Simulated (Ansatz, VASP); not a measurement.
TePb in VASP and in Ansatz

INCAR

```
SYSTEM = TePb
ALGO = Normal
EDIFF = 1E-7
ENCUT = 520
GGA = CA
ISIF = 2
ISMEAR = 0
LASPH = .TRUE.
LCHARG = .TRUE.
LELF = .TRUE.
LREAL = .FALSE.
LVHAR = .TRUE.
LWAVE = .FALSE.
NBANDS = 17
NELM = 100
PREC = Accurate
SIGMA = 0.1
```

File KPOINTS:

```
k-points
0
G
  7 7 7
  0 0 0
```

The input POSCAR:

```
TePb
1.0
    4.0022870000      0.0000000000      0.0000000000
    0.0000000000      4.0022870000      0.0000000000
    0.0000000000      0.0000000000      4.0022870000
Pb Te
1 1
Direct
    0.0000000000      0.0000000000      0.0000000000
    0.5000000000      0.5000000000      0.5000000000
```

File input.yaml:

```yaml
crystal:
  lattice:
    - [4.002287, 0.0, 0.0]
    - [0.0, 4.002287, 0.0]
    - [0.0, 0.0, 4.002287]
  atoms:
    - { symbol: Pb, position: [0.0, 0.0, 0.0] }
    - { symbol: Te, position: [0.5, 0.5, 0.5] }
kpoints:
  mp_grid: { grid: [7, 7, 7] }
scf:
  occupations: { method: gaussian, width: 0.1 }
hamiltonian:
  xc: lda
  pseudopotentials: { kind: all_electron, lapw: { basis_error: 0.001 } }
output:
  forces: true
  stress: true
  eigenvalues: true
```

Alike in both runs: task single point; functional LDA; k mesh 7 × 7 × 7; occupations gaussian, width 0.1 eV; no spin polarisation.

|  | VASP | Ansatz |
| --- | --- | --- |
| version | VASP 6.6.1 | Ansatz 0.2.0 |
| potentials or method | VASP PAW LDA potentials, release 64 (Pb_d, Te), cutoff 520 eV | all-electron LAPW, scalar-relativistic |

|  | VASP | Ansatz | Ansatz less VASP |
| --- | --- | --- | --- |
| gap on the k mesh at the Fermi level (eV) | none | none | - |
| pressure (GPa) | -3.9 | -3.9 | -0.03 |

LDA's correlation is that of Perdew and Zunger in VASP and of Perdew and Wang (1992) in Ansatz. A gap of «none» marks a metal or a gap that the smearing closes. Ansatz ran all-electron here, and VASP with PAW potentials.

Spin-orbit coupling is off throughout.
